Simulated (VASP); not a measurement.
Input of a VASP 6.6.1 run:

File INCAR:

```
ALGO     = Normal         # electronic algorithm
EDIFF    = 1E-7           # SCF threshold, eV
ENCUT    = 520            # plane-wave cutoff, eV
ISIF     = 2              # what is computed and relaxed
ISMEAR   = 0              # smearing method
LASPH    = True           # aspherical terms in the spheres
LCHARG   = False          # write CHGCAR
LREAL    = False          # projectors in reciprocal space
LWAVE    = False          # write WAVECAR
NBANDS   = 17             # bands
NELM     = 80             # most SCF steps
PREC     = Accurate       # precision mode
SIGMA    = 0.05           # smearing width, eV
```

File KPOINTS:

```
k-points
0
Gamma
  8 8 8
```

The input POSCAR:

```
SnSe
1.0
    0.0000000000      2.9466477701      2.9466477701
    3.1676463529      0.0000000000      2.9466477701
    3.1676463529      2.9466477701      0.0000000000
Sn Se
1 1
Direct
    0.0000000000      0.0000000000      0.0000000000
    0.5000000000      0.5000000000      0.5000000000
```

Potentials or basis: VASP PAW LDA potentials, release 64 (Sn_d, Se).

The run is started by

```console
$ cat potpaw_LDA.64/Sn_d/POTCAR potpaw_LDA.64/Se/POTCAR > POTCAR
$ mpirun -np 1 vasp_std > vasp.out
```

Question: Estimate the band gap on the k mesh.

Answer: 0.54 eV, indirect (least direct gap 0.62 eV).

Question: Predict the pressure.

Answer: -3.0 GPa.

Stress tensor (GPa, compression positive):
```
-7.40  0.00  0.00
 0.00 -0.80  0.00
 0.00  0.00 -0.80
```

Caveat: the cell differs from its parent crystal (strain +0.0750 x Voigt [1, 0, 0, 0, 0, 0]); spin-orbit coupling is left out, which moves the levels of the heavy elements. A k mesh can miss the band edges.
